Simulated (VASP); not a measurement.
Wanted: the native input for a VASP 6.6.1 run.

```yaml
Task: single point
Functional: LDA
Potentials_or_basis: VASP PAW LDA potentials, release 64 (Ba_sv, Te)
Cutoff: 520 eV
k_mesh: 6 × 6 × 6
Occupations: gaussian, width 0.05 eV
Spin: no spin polarisation
Dipole_correction: no
Further_INCAR_settings: ALGO = Normal; EDIFF = 1e-06; NBANDS = 15
```

The structure of BaTe lies in POSCAR:

```
BaTe
1.0
    4.3690276500      0.0000000000      0.0000000000
    0.0000000000      4.3690276500      0.0000000000
    0.0000000000      0.0000000000      4.3690276500
Ba Te
1 1
Direct
    0.0000000000      0.0000000000      0.0000000000
    0.5000000000      0.5000000000      0.5000000000
```

This cell differs from its parent crystal: strain +0.025 along x and y, +0.025 along z.

These files were run (other wordings do the same):

INCAR

```
SYSTEM = BaTe
PREC = Accurate
ENCUT = 520
EDIFF = 1E-6
ISMEAR = 0
SIGMA = 0.05
LREAL = .False.
LASPH = .True.
NELM = 100
ALGO = Normal
ISIF = 2
LWAVE = .False.
LCHARG = .False.
NBANDS = 15
```

KPOINTS

```
regular mesh
0
Gamma
  6 6 6
  0 0 0
```

Potentials or basis: VASP PAW LDA potentials, release 64 (Ba_sv, Te).

The run is started by

```bash
$ cat potpaw_LDA.64/Ba_sv/POTCAR potpaw_LDA.64/Te/POTCAR > POTCAR
$ mpirun -np 1 vasp_std > vasp.out
```

It gave:

| Property | Result |
| --- | --- |
| Pressure | -4.5 GPa |
| Band gap on the k mesh | 0.82 eV, indirect (least direct gap 0.90 eV) |

Caveat: the cell differs from its parent crystal (strain +0.025 along x and y, +0.025 along z); spin-orbit coupling is left out, which moves the levels of the heavy elements.

Wall time 11 s on 1 thread of Intel(R) Xeon(R) Platinum 8488C (Sapphire Rapids) (shared host), peak memory 0.16 GiB.
